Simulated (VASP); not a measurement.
A run of VASP 6.6.1 is set up as follows.

The input INCAR:

```
SYSTEM = Ni
PREC     = Accurate       ! precision mode
ENCUT    = 520            ! plane-wave cutoff, eV
EDIFF    = 1E-6           ! SCF threshold, eV
ISMEAR   = 0              ! smearing method
SIGMA    = 0.15           ! smearing width, eV
LREAL    = .FALSE.        ! projectors in reciprocal space
LASPH    = .TRUE.         ! aspherical terms in the spheres
NELM     = 150            ! most SCF steps
ALGO     = Normal         ! electronic algorithm
ISIF     = 2              ! what is computed and relaxed
LWAVE    = .FALSE.        ! write WAVECAR
LCHARG   = .TRUE.         ! write CHGCAR
ISPIN    = 2              ! spin polarisation
MAGMOM   = 1              ! initial moments
LORBIT   = 11             ! projections on sites
NUPDOWN  = 1.0            ! fixed moment
LMAXMIX  = 4              ! l up to which the mixer works
GGA      = PE             ! functional
LELF     = .TRUE.         ! ELF
LVHAR    = .TRUE.       
NBANDS   = 15             ! bands
```

File KPOINTS:

```
regular mesh
0
G
  24 24 24
  0 0 0
```

The input POSCAR:

```
Ni
1.0
    0.0000000000      1.6465492621      1.6465492621
    1.6465492621      0.0000000000      1.6465492621
    1.6465492621      1.6465492621      0.0000000000
Ni
1
Direct
    0.0000000000      0.0000000000      0.0000000000
```

Potentials or basis: VASP PAW PBE potentials, release 64 (Ni).

Run with:

```bash
$ cat potpaw_PBE.64/Ni/POTCAR > POTCAR
$ mpirun -np 1 vasp_std > vasp.out
```

Problem. What does it give for the pressure?

Solution. 69.4 GPa.

Caveat: the total moment is fixed, so each spin has its own Fermi level.
